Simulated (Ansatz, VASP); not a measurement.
# One calculation of NbAs, two programs

```
Nb As
1.0
     0.00000    2.92602    2.92602
     2.92602    0.00000    2.92602
     2.92602    2.92602    0.00000
Nb As
1 1
Cartesian
  0.0000 0.0000 0.0000
  1.4630 1.4630 1.4630
```

Alike in both runs: task single point; functional r2SCAN; k mesh 12 × 12 × 12; occupations gaussian, width 0.1 eV; no spin polarisation.

|  | VASP | Ansatz |
| --- | --- | --- |
| version | VASP 6.6.1 | Ansatz 0.2.0 |
| potentials or method | VASP PAW PBE potentials, release 64 (Nb_sv, As), cutoff 520 eV | scalar-relativistic, plane waves, PAW |
| valence electrons in the cell | 18 | 28 |

|  | VASP | Ansatz | Ansatz less VASP |
| --- | --- | --- | --- |
| gap on the k mesh at the Fermi level (eV) | none | none | - |
| pressure (GPa) | -3.1 | -3.1 | +0.04 |

VASP's potentials were made for PBE, not for r2SCAN. A gap of «none» marks a metal or a gap that the smearing closes. VASP's potentials hold 18 valence electrons a cell and Ansatz's 28, so a difference there can come from the potentials and not from the codes.
